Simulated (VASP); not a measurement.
# Ca (P6_3/mmc) in VASP: further runs

Runs on Ca. Level: PBEsol. Tasks: single point, relaxation of cell and atoms.

Everything below comes from runs of VASP 6.6.1. Logs are shortened: lines on timing, memory, paths and dates and some standing lists are left out, and cuts for length are marked.

### Step 1. The cell of the first run

Symmetry: P6_3/mmc, No. 194, hexagonal system. Conventional cell: a = 3.725 Å, b = 3.725 Å, c = 6.186 Å, α = 90.00°, β = 90.00°, γ = 120.00°. Within 4.9 Å of Ca (site symmetry -6m2) lie 12 Ca at 3.72 to 3.77 Å.

This isn't the form of Ca at room conditions, which is fcc.

### Step 2. Single point, PBEsol

INCAR reads:

```
SYSTEM = Ca
ALGO = Normal
EDIFF = 1E-6
ENCUT = 520
GGA = PS
ISIF = 2
ISMEAR = -1
LASPH = .True.
LCHARG = .True.
LELF = .True.
LREAL = .False.
LVHAR = .True.
LWAVE = .False.
NBANDS = 17
NELM = 60
PREC = Accurate
SIGMA = 0.05
```

KPOINTS reads:

```
k-points
0
Gamma
  8 8 4
  0 0 0
```

POSCAR reads:

```
Ca
1.0
    3.7245402465      0.0000000000      0.0000000000
   -1.8622701232      3.2255464709      0.0000000000
    0.0000000000      0.0000000000      6.1855827653
Ca
2
Direct
    0.6666666667      0.3333333333      0.7500000000
    0.3333333333      0.6666666667      0.2500000000
```

Potentials or basis: VASP PAW PBE potentials, release 64 (Ca_sv).

The run is started by

```
> cat potpaw_PBE.64/Ca_sv/POTCAR > POTCAR
> mpirun -np 1 vasp_std > vasp.out
```

OUTCAR:

```text
SYSTEM = Ca
   EDIFF = 1E-6
   ENCUT = 520
   GGA = PS
   ISIF = 2
   ISMEAR = -1
   LASPH = .True.
   LREAL = .False.
   NELM = 60
   PREC = Accurate

 ion  position               nearest neighbor table
   1  0.667  0.333  0.750-
   2  0.333  0.667  0.250-

  LATTYP: Found a hexagonal cell.
 ALAT       =     3.7245402465
 C/A-ratio  =     1.6607641094

  Lattice vectors:

 A1 = (   3.7245402465,   0.0000000000,   0.0000000000)
 A2 = (  -1.8622701232,   3.2255464709,   0.0000000000)
 A3 = (   0.0000000000,   0.0000000000,   6.1855827653)

Analysis of symmetry for initial positions (statically):
=====================================================================
 Subroutine PRICEL returns:
 Original cell was already a primitive cell.

 Routine SETGRP: Setting up the symmetry group for a
 hexagonal supercell.

 Subroutine GETGRP returns: Found 24 space group operations
 (whereof 12 operations were pure point group operations)
 out of a pool of 24 trial point group operations.

The static configuration has the point symmetry D_3d.
 The point group associated with its full space group is D_6h.

Analysis of symmetry for dynamics (positions and initial velocities):
=====================================================================
 Subroutine PRICEL returns:
 Original cell was already a primitive cell.

 Routine SETGRP: Setting up the symmetry group for a
 hexagonal supercell.

 Subroutine GETGRP returns: Found 24 space group operations
 (whereof 12 operations were pure point group operations)
 out of a pool of 24 trial point group operations.

The dynamic configuration has the point symmetry D_3d.
 The point group associated with its full space group is D_6h.

 Subroutine INISYM returns: Found 24 space group operations
 (whereof 12 operations are pure point group operations),
 and found     1 'primitive' translations

----------------------------------------------------------------------------------------

                                     Primitive cell

  volume of cell :      74.3116

  direct lattice vectors                    reciprocal lattice vectors
     3.724540247  0.000000000  0.000000000     0.268489514  0.155012493  0.000000000
    -1.862270123  3.225546471  0.000000000     0.000000000  0.310024986  0.000000000
     0.000000000  0.000000000  6.185582765     0.000000000  0.000000000  0.161666255

  length of vectors
     3.724540247  3.724540246  6.185582765     0.310024986  0.310024986  0.161666255

  position of ions in fractional coordinates (direct lattice)
     0.666666667  0.333333333  0.750000000
     0.333333333  0.666666667  0.250000000

  ion indices of the primitive-cell ions
   primitive index   ion index
                 1           1
                 2           2

----------------------------------------------------------------------------------------

 KPOINTS: k-points

Automatic generation of k-mesh.
 Grid dimensions read from file:
 generate k-points for:    8    8    4

 Generating k-lattice:

  Cartesian coordinates                     Fractional coordinates (reciprocal lattice)
     0.033561189  0.019376562  0.000000000     0.125000000 -0.000000000  0.000000000
     0.000000000  0.038753123  0.000000000     0.000000000  0.125000000  0.000000000
     0.000000000  0.000000000  0.040416564     0.000000000  0.000000000  0.250000000

  Length of vectors
     0.038753123  0.038753123  0.040416564

  Shift w.r.t. Gamma in fractional coordinates (k-lattice)
     0.000000000  0.000000000  0.000000000

 Subroutine IBZKPT returns following result:
 ===========================================

 Found     30 irreducible k-points:

 Following reciprocal coordinates:
            Coordinates               Weight
  0.000000  0.000000  0.000000      1.000000
  0.125000  0.000000  0.000000      6.000000
  0.250000  0.000000  0.000000      6.000000
  0.375000 -0.000000  0.000000      6.000000
  0.500000  0.000000  0.000000      3.000000
  0.125000  0.125000  0.000000      6.000000
[... 16 lines left out ...]
  0.250000  0.000000  0.500000      6.000000
  0.375000 -0.000000  0.500000      6.000000
 [... further k-points ...]
   k-points           NKPTS =     30   k-points in BZ     NKDIM =     30   number of bands    NBANDS=     17
   number of dos      NEDOS =    301   number of ions     NIONS =      2
   total plane-waves  NPLWV =  37632
   dimension x,y,z NGX =    28 NGY =   28 NGZ =   48
   dimension x,y,z NGXF=    56 NGYF=   56 NGZF=   96
   ions per type =               2
   NGX,Y,Z   is equivalent  to a cutoff of  12.50, 12.50, 12.90 a.u.
   NGXF,Y,Z  is equivalent  to a cutoff of  25.00, 25.00, 25.80 a.u.
 SYSTEM =  Ca
   PREC   = accura    normal or accurate (medium, high low for compatibility)
   ISTART =      0    job   : 0-new  1-cont  2-samecut
   ICHARG =      2    charge: 1-file 2-atom 10-const
   ISPIN  =      1    spin polarized calculation?
   LNONCOLLINEAR =      F non collinear calculations
   LSORBIT =      F    spin-orbit coupling
   LASPH  =      T    aspherical Exc in radial PAW
   ENCUT  =  520.0 eV  38.22 Ry    6.18 a.u.   6.93  6.93 11.50*2*pi/ulx,y,z
   NELM   =     60;   NELMIN=  2; NELMDL= -5     # of ELM steps
   EDIFF  = 0.1E-05   stopping-criterion for ELM
   LREAL  =      F    real-space projection
   EDIFFG = 0.1E-04   stopping-criterion for IOM
   NSW    =      0    number of steps for IOM
   IBRION =     -1    ionic relax: 0-MD 1-quasi-New 2-CG
   NFREE  =      0    steps in history (QN), initial steepest desc. (CG)
   ISIF   =      2    stress and relaxation
   ISYM   =      2    0-nonsym 1-usesym 2-fastsym
   POTIM  = 0.5000    time-step for ionic-motion
   TEBEG  =    0.0;   TEEND  =   0.0 temperature during run
   PSTRESS=    0.0 pullay stress
   NELECT =      20.0000    total number of electrons
   NUPDOWN=      -1.0000    fix difference up-down
   EMIN   =  10.00;   EMAX   =-10.00  energy-range for DOS
   EFERMI =   0.00;   METHOD = LEGACY
   ISMEAR =    -1;   SIGMA  =   0.05  broadening in eV -4-tet -1-fermi 0-gaus
   EFERMI_NEDOS =   21; number of points for ismear=-14 and -15
   IALGO  =     38    algorithm
   IMIX   =      4    mixing-type and parameters
     AMIX     =   0.40;   BMIX     =  1.00
     AMIX_MAG =   1.60;   BMIX_MAG =  1.00
  volume/ion in A,a.u.               =      37.16       250.74
  Fermi-wavevector in a.u.,A,eV,Ry     =   1.056978  1.997399 15.200464  1.117203
  Thomas-Fermi vector in A             =   2.192234
   LORBIT       =      0    0 simple, 1 ext, 2 COOP (PROOUT), +10 PAW based schemes
   GGA     = PS    functional components
   LHFCALC =     F    Hartree Fock is set to
   AEXX    =    0.0000 exact exchange contribution
   IVDW    =     0    specifies the selected vdW correction
   LEPSILON=     F    determine dielectric tensor
   LRPA    =     F    only Hartree local field effects (RPA)
 non-spin polarized calculation
  energy-cutoff  :      520.00
  volume of cell :       74.31
 maximum number of plane-waves:      2018
 NGX is ok and might be reduce to    28
   NGX = 13   NGY = 13   NGZ = 23

 number of electron      20.0000001 magnetization

 Free energy of the ion-electron system (eV)
  ---------------------------------------------------
  ext. energy  EPLUGINS =         0.00000000
  ---------------------------------------------------
  free energy    TOTEN  =        -4.22854997 eV

  energy without entropy =       -4.21354802  energy(sigma->0) =       -4.22104899

 E-fermi :   2.4271     XC(G=0):  -8.2261

 val. band max:        2.3400428840   @ k =   0.2500   0.0000   0.0000
 cond. band min:       2.4306365134   @ k =   0.2500   0.1250   0.0000
 fundamental gap:      0.0905936294
 Fermi energy:         2.4270880305

 k-point     1 :       0.0000    0.0000    0.0000
  band No.  band energies     occupation
      1     -39.1319      2.00000
      2     -39.1084      2.00000
      3     -20.3080      2.00000
      4     -20.1320      2.00000
      5     -20.1320      2.00000
      6     -20.1047      2.00000
[... 9 lines left out ...]
     16       5.2415      0.00000
     17       5.7562      0.00000

 k-point     2 :       0.1250    0.0000    0.0000
  band No.  band energies     occupation
      1     -39.1284      2.00000
      2     -39.1066      2.00000
      3     -20.2969      2.00000
      4     -20.1584      2.00000
      5     -20.1400      2.00000
      6     -20.1318      2.00000
[... 9 lines left out ...]
     16       5.4399      0.00000
     17       5.4538      0.00000

 k-point     3 :       0.2500    0.0000    0.0000
  band No.  band energies     occupation
      1     -39.1199      2.00000
      2     -39.1024      2.00000
      3     -20.2674      2.00000
      4     -20.2226      2.00000
      5     -20.1954      2.00000
      6     -20.1586      2.00000
[... 9 lines left out ...]
     16       5.5726      0.00000
     17       5.6969      0.00000

 k-point     4 :       0.3750   -0.0000    0.0000
  band No.  band energies     occupation
      1     -39.1105      2.00000
      2     -39.0991      2.00000
      3     -20.2874      2.00000
      4     -20.2565      2.00000
      5     -20.2307      2.00000
      6     -20.1766      2.00000
[... 9 lines left out ...]
     16       6.2317      0.00000
     17       6.5344      0.00000

 k-point     5 :       0.5000    0.0000    0.0000
  band No.  band energies     occupation
      1     -39.1059      2.00000
      2     -39.0983      2.00000
      3     -20.3143      2.00000
      4     -20.2813      2.00000
      5     -20.2096      2.00000
      6     -20.1839      2.00000
[... 9 lines left out ...]
     16       6.9963      0.00000
     17       7.0241      0.00000

 k-point     6 :       0.1250    0.1250    0.0000
  band No.  band energies     occupation
      1     -39.1224      2.00000
      2     -39.1036      2.00000
      3     -20.2766      2.00000
      4     -20.1962      2.00000
      5     -20.1845      2.00000
      6     -20.1480      2.00000
[... 9 lines left out ...]
     16       5.3350      0.00000
     17       5.5352      0.00000

 k-point     7 :       0.2500    0.1250    0.0000
  band No.  band energies     occupation
      1     -39.1134      2.00000
      2     -39.0999      2.00000
      3     -20.2554      2.00000
      4     -20.2428      2.00000
      5     -20.2366      2.00000
      6     -20.1751      2.00000
[... 9 lines left out ...]
     16       5.7714      0.00000
     17       6.2352      0.00000

 k-point     8 :       0.3750    0.1250    0.0000
  band No.  band energies     occupation
      1     -39.1060      2.00000
      2     -39.0983      2.00000
      3     -20.2996      2.00000
      4     -20.2688      2.00000
      5     -20.2099      2.00000
      6     -20.1961      2.00000
[... 9 lines left out ...]
     16       6.3760      0.00000
     17       6.8643      0.00000
[... 203 lines left out ...]
      1     -39.1049      2.00000
      2     -39.0994      2.00000
      3     -20.2795      2.00000
      4     -20.2789      2.00000
      5     -20.2120      2.00000
      6     -20.1944      2.00000
[... 9 lines left out ...]
     16       6.0496      0.00000
     17       6.3623      0.00000

 k-point    20 :       0.3750    0.2500    0.2500
  band No.  band energies     occupation
      1     -39.1014      2.00000
      2     -39.0991      2.00000
      3     -20.2875      2.00000
      4     -20.2700      2.00000
      5     -20.2397      2.00000
      6     -20.2061      2.00000
[... 9 lines left out ...]
     16       6.1434      0.00000
     17       6.5551      0.00000

 k-point    21 :       0.0000    0.0000    0.5000
  band No.  band energies     occupation
      1     -39.1202      2.00000
      2     -39.1202      2.00000
      3     -20.2021      2.00000
      4     -20.2021      2.00000
      5     -20.1183      2.00000
      6     -20.1183      2.00000
[... 9 lines left out ...]
     16       4.8959      0.00000
     17       6.4807      0.00000

 k-point    22 :       0.1250    0.0000    0.5000
  band No.  band energies     occupation
      1     -39.1175      2.00000
      2     -39.1175      2.00000
      3     -20.2068      2.00000
      4     -20.2068      2.00000
      5     -20.1364      2.00000
      6     -20.1364      2.00000
[... 9 lines left out ...]
     16       5.0570      0.00000
     17       6.4536      0.00000

 k-point    23 :       0.2500    0.0000    0.5000
  band No.  band energies     occupation
      1     -39.1111      2.00000
      2     -39.1111      2.00000
      3     -20.2416      2.00000
      4     -20.2416      2.00000
      5     -20.1557      2.00000
      6     -20.1557      2.00000
[... 9 lines left out ...]
     16       5.4150      0.00000
     17       6.4485      0.00000

 k-point    24 :       0.3750   -0.0000    0.5000
  band No.  band energies     occupation
      1     -39.1048      2.00000
      2     -39.1048      2.00000
      3     -20.2960      2.00000
      4     -20.2960      2.00000
      5     -20.1547      2.00000
      6     -20.1547      2.00000
[... 9 lines left out ...]
     16       5.5960      0.00000
     17       6.6971      0.00000

 [... further k-points ...]
[... 5 lines left out ...]
  --------------------------------------------------------------------------------------
  -------------------------------------------------------------------------------------
  Total        0.9325885      0.9325885      0.9336075      0.0000000      0.0000000      0.0000000
  in kB       20.1068500     20.1068500     20.1288193      0.0000000      0.0000000      0.0000000
  external PRESSURE =      20.1141731 kB  Pullay stress =       0.0000000 kB

 VOLUME and BASIS-vectors are now :
 -----------------------------------------------------------------------------
  energy-cutoff  :      520.00
  volume of cell :       74.31
      direct lattice vectors                 reciprocal lattice vectors
     3.724540247  0.000000000  0.000000000     0.268489514  0.155012493  0.000000000
    -1.862270123  3.225546471  0.000000000     0.000000000  0.310024986  0.000000000
     0.000000000  0.000000000  6.185582765     0.000000000  0.000000000  0.161666255

 POSITION                                       TOTAL-FORCE (eV/Angst)
 -----------------------------------------------------------------------------------
      1.86227      1.07518      4.63919         0.000000      0.000000     -0.000000
     -0.00000      2.15036      1.54640        -0.000000     -0.000000      0.000000
 -----------------------------------------------------------------------------------
    total drift:                               -0.000000      0.000000     -0.000000

  FREE ENERGIE OF THE ION-ELECTRON SYSTEM (eV)
  ---------------------------------------------------
  free  energy   TOTEN  =        -4.2285499708 eV

  energy  without entropy=       -4.2135480184  energy(sigma->0) =       -4.22104899
```

Run time: 33 s. Hardware: 1 thread of Intel Xeon 8259CL, shared host; peak memory 0.2 GiB.

What came out:

```
Free energy            : -4.2285 eV
Pressure               : 2.0 GPa
Band gap on the k mesh : zero (bands 10 and 11 overlap by 0.35 eV)
```

Levels at points of the mesh, in eV from the Fermi level:
```
           k point  band 6  band 7  band 8  band 9  band 10  band 11  band 12  band 13  band 14  band 15
(0.00, 0.00, 0.00)  -22.53  -22.53  -22.52   -4.27    -1.14    -0.13     2.38     2.47     2.47     2.81
(0.50, 0.00, 0.00)  -22.61  -22.57  -22.56   -1.10    -0.62     0.12     0.34     1.49     2.08     2.41
(0.00, 0.00, 0.50)  -22.55  -22.55  -22.55   -3.17    -3.17     1.42     1.42     2.47     2.47     2.47
(0.50, 0.00, 0.50)  -22.59  -22.58  -22.58   -0.76    -0.76     0.25     0.25     1.52     1.52     3.18
```

Caveat: the PAW data sets were made with another functional, which shifts forces and pressure a little.

### Step 3. Single point, PBEsol

This run uses another cell than the first one, of 40.80 Å³/atom.

INCAR reads:

```
SYSTEM = Ca
PREC = Accurate ; ENCUT = 520
EDIFF = 1E-6 ; ISMEAR = -1
SIGMA = 0.05 ; LREAL = .FALSE.
LASPH = .TRUE. ; NELM = 100
ALGO = Normal ; ISIF = 2
LWAVE = .FALSE. ; LCHARG = .TRUE.
GGA = PS ; LELF = .TRUE.
LVHAR = .TRUE. ; NBANDS = 17
```

KPOINTS reads:

```
Automatic mesh
0
G
  8 8 4
  0 0 0
```

POSCAR reads:

```
Ca
1.0
    3.8454900716      0.0000000000      0.0000000000
   -1.9227450358      3.3302920920      0.0000000000
    0.0000000000      0.0000000000      6.3718245024
Ca
2
Direct
    0.6666666667      0.3333333333      0.7500000000
    0.3333333333      0.6666666667      0.2500000000
```

Potentials or basis: VASP PAW PBE potentials, release 64 (Ca_sv).

The run is started by

```
> cat potpaw_PBE.64/Ca_sv/POTCAR > POTCAR
> mpirun -np 1 vasp_std > vasp.out
```

It took 41 s on 1 thread of Intel Xeon 8259CL, shared host; peak memory 0.2 GiB.

It converged, with:

| Quantity | Value |
| --- | --- |
| Free energy | -4.2732 eV |
| Pressure | 0.0 GPa |
| Band gap on the k mesh | zero (bands 10 and 11 overlap by 0.48 eV) |

Levels at points of the mesh, in eV from the Fermi level:
| k point | band 7 | band 8 | band 9 | band 10 | band 11 | band 12 | band 13 | band 14 |
| --- | --- | --- | --- | --- | --- | --- | --- | --- |
| (0.00, 0.00, 0.00) | -22.77 | -22.76 | -4.12 | -1.10 | -0.21 | 2.27 | 2.34 | 2.34 |
| (0.50, 0.00, 0.00) | -22.80 | -22.80 | -1.11 | -0.66 | 0.19 | 0.37 | 1.39 | 1.93 |
| (0.00, 0.00, 0.50) | -22.78 | -22.78 | -3.10 | -3.10 | 1.37 | 1.37 | 2.34 | 2.34 |
| (0.50, 0.00, 0.50) | -22.81 | -22.81 | -0.70 | -0.70 | 0.15 | 0.15 | 1.46 | 1.46 |

Caveat: the PAW data sets were made with another functional, which shifts forces and pressure a little.

(Continued in part 2 of 2.)
